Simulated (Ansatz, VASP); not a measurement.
HfBr2F2: VASP beside Ansatz

```xyz
5
Lattice="3.7774 0.0000 0.0000 -1.8887 3.2713 0.0000 0.0000 0.0000 8.4393" Properties=species:S:1:pos:R:3 pbc="T T T"
Hf    0.0000    0.0000    0.0000
Br    0.0000    2.1809    2.2889
Br    1.8887    1.0904    6.1504
F     0.0000    2.1809    7.9787
F     1.8887    1.0904    0.4607
```

Change from the starting cell: species swapped into the MnH2O2 type (P-3m1, No. 164).

Alike in both runs: task relaxation of cell and atoms; functional PBE; k mesh 12 × 12 × 4; occupations gaussian, width 0.02 eV; no spin polarisation.

|  | VASP | Ansatz |
| --- | --- | --- |
| version | VASP 6.6.1 | Ansatz 0.2.0 |
| potentials or method | VASP PAW PBE potentials, release 64 (Hf_pv, Br, F), cutoff 600 eV | scalar-relativistic, plane waves, PAW |
| valence electrons in the cell | 38 | 54 |

|  | VASP | Ansatz | Ansatz less VASP |
| --- | --- | --- | --- |
| gap on the k mesh at the Fermi level, each at its own relaxed structure (eV) | 2.32 | 2.37 | +0.047 |
| relaxed volume (Å³/atom) | 20.65 | 21.41 | +0.756 |
| relaxed cell length with the largest relative difference (Å) | 8.444 | 8.658 | +0.2135 |

VASP's potentials hold 38 valence electrons a cell and Ansatz's 54, so a difference there can come from the potentials and not from the codes.

Neither program's run includes spin-orbit coupling.
